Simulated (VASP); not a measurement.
## Mg2Sn: single point with PBE

Mg2Sn:

```
Mg Sn
1.0
     0.00000    3.40827    3.40827
     3.40827    0.00000    3.40827
     3.40827    3.40827    0.00000
Mg Sn
2 1
Direct
  0.25000 0.25000 0.25000
  0.75000 0.75000 0.75000
  0.00000 0.00000 0.00000
```

* Program: VASP 6.6.1
* Task: single point
* Functional: PBE
* Potentials or basis: VASP PAW PBE potentials, release 64 (Mg, Sn_d)
* Cutoff: 600 eV
* k mesh: 12 × 12 × 12
* Occupations: gaussian, width 0.1 eV
* Spin: no spin polarisation
* Dipole correction: no
* Further INCAR settings: ALGO = Normal; EDIFF = 1e-06; NBANDS = 16

```yaml
Pressure: 0.0 GPa
Band_gap_on_the_k_mesh: zero (bands 9 and 10 overlap by 0.20 eV)
```

Levels at points of the mesh, in eV from the Fermi level:
```
           k point  band 5  band 6  band 7  band 8  band 9  band 10  band 11  band 12  band 13  band 14
(0.00, 0.00, 0.00)  -20.89   -8.95    0.05    0.05    0.05     1.33     2.16     2.16     2.16     3.91
(0.50, 0.00, 0.00)  -20.88   -7.73   -4.69   -0.77   -0.77     0.62     2.25     2.25     3.95     6.85
(0.50, 0.50, 0.00)  -20.88   -7.24   -4.48   -2.02   -2.02    -0.15     0.23     7.15     7.15     7.42
```

It took 2.2 min on 1 thread of Intel Xeon 8259CL, on a shared host, peak memory 0.32 GiB.

Caveat: spin-orbit coupling is left out, which moves the levels of the heavy elements.
